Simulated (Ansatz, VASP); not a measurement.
## GaSb: VASP beside Ansatz

Contents of POSCAR:

```
GaSb
1.0
    0.0000000000      3.0895900000      3.0590000000
    3.0590000000      0.0000000000      3.0590000000
    3.0590000000      3.0895900000      0.0000000000
Ga Sb
1 1
Direct
    0.0000000000      0.0000000000      0.0000000000
    0.7500000000      0.7500000000      0.7500000000
```

Contents of INCAR.step1:

```
SYSTEM = GaSb
PREC = Accurate
ENCUT = 520
ISMEAR = 0
SIGMA = 0.05
LREAL = .FALSE.
LASPH = .TRUE.
NELM = 100
NBANDS = 16
GGA = PE
ALGO = Normal
EDIFF = 1E-4
LWAVE = .TRUE.
LCHARG = .FALSE.
```

Contents of INCAR.step2:

```
SYSTEM = GaSb
PREC = Accurate
ENCUT = 520
EDIFF = 1E-7
ISMEAR = 0
SIGMA = 0.05
LREAL = .FALSE.
LASPH = .TRUE.
NELM = 100
ALGO = Normal
ISIF = 2
LWAVE = .FALSE.
LCHARG = .TRUE.
METAGGA = R2SCAN
LMIXTAU = .TRUE.
LELF = .TRUE.
LVHAR = .TRUE.
NBANDS = 16
ISTART = 1
```

Contents of KPOINTS:

```
Automatic mesh
0
G
  6 6 6
  0 0 0
```

Input for Ansatz:

```yaml
crystal:
  lattice:
    - [0.0, 3.08959, 3.059]
    - [3.059, 0.0, 3.059]
    - [3.059, 3.08959, 0.0]
  atoms:
    - { symbol: Ga, position: [0.0, 0.0, 0.0] }
    - { symbol: Sb, position: [0.75, 0.75, 0.75] }
basis:
  ecutwfc: 500
kpoints:
  mp_grid: { grid: [6, 6, 6] }
hamiltonian:
  xc: r2scan
scf:
  occupations: { method: gaussian, width: 0.05 }
output:
  forces: true
  stress: true
  eigenvalues: true
```

Change from the starting cell: strain +0.0100 x Voigt [0, 1, 0, 0, 0, 0], atoms carried along.

Alike in both runs: task single point; functional r2SCAN; k mesh 6 × 6 × 6; occupations gaussian, width 0.05 eV; no spin polarisation.

|  | VASP | Ansatz |
| --- | --- | --- |
| version | VASP 6.6.1 | Ansatz 0.2.0 |
| potentials or method | VASP PAW PBE potentials, release 64 (Ga_d, Sb), cutoff 520 eV | scalar-relativistic, plane waves, PAW |
| valence electrons in the cell | 18 | 28 |

|  | VASP | Ansatz | Ansatz less VASP |
| --- | --- | --- | --- |
| gap on the k mesh at the Fermi level (eV) | 0.35 | 0.37 | +0.016 |
| least direct gap on the mesh (eV) | 0.35 | 0.37 | +0.016 |
| pressure (GPa) | -0.1 | -0.2 | -0.10 |
| traceless stress, the component that is largest in VASP (GPa) | -0.33 | -0.34 | -0.008 |

VASP's potentials were made for PBE, not for r2SCAN. VASP's potentials hold 18 valence electrons a cell and Ansatz's 28, so a difference there can come from the potentials and not from the codes.

Neither program's run includes spin-orbit coupling.
